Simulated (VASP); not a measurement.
TiAl: single point with PBE+U

TiAl:

```xyz
4
Lattice="4.0263 0.0643 0.0194 0.0643 3.9502 -0.0308 0.0196 -0.0311 4.1465" Properties=species:S:1:pos:R:3 pbc="T T T"
Al    4.0592    1.9569    2.0028
Al    1.9902    0.0163    2.0703
Ti    0.0427    0.0635    0.0492
Ti    1.9545    2.0713    0.0671
```

```
Program                : VASP 6.6.1
Task                   : single point
Functional             : PBE
Potentials or basis    : VASP PAW PBE potentials, release 64 (Al, Ti_sv)
Cutoff                 : 520 eV
k mesh                 : 5 × 5 × 4, shifted
Occupations            : fermi-dirac, width 0.1 eV
Spin                   : non-collinear spin, typed start, spin-orbit coupling
Starting moments       : [[0.0, 0.0, 0.0], [0.0, 0.0, 0.0], [0.005, -0.008, 1.0], [0.005, -0.008, 1.0]] μB
Hubbard terms          : Ti d U = 4.43 eV
Dipole correction      : no
Further INCAR settings : ALGO = Normal; EDIFF = 1e-06; NBANDS = 44
```

The pressure is 7.2 GPa and the largest force is 1.619 eV/Å. The net moment is 2.38 μB per cell. The valence electrons inside the program's atomic spheres are Al 0.84, 0.83; Ti 10.19, 10.18.

Forces on the atoms (eV/Å):
```
Al  -0.407  0.811  1.271
Al   0.315  0.141  0.583
Ti  -1.027 -0.477 -0.786
Ti   1.119 -0.476 -1.069
```

Stress tensor (GPa, compression positive):
```
 5.84 -3.59 -1.21
-3.59  8.01  2.39
-1.21  2.39  7.73
```

Moments on the atoms (μB; x, y, z):
```
Al   0.00  0.00 -0.03
Al   0.00  0.00 -0.03
Ti   0.02 -0.01  0.97
Ti   0.02 -0.01  0.97
```

Wall time 28 min on 1 thread of Oxide Virtual Turin-like Processor, on a shared host, peak memory 0.54 GiB.

Caveat: the k points lie up to 0.38 Å⁻¹ apart; the U is typed as a test and isn't derived for this compound; forces of over 1 eV/Å act on the atoms, so gaps and moduli don't describe the material at rest. The state reached can hang on the start; a lower one may exist.
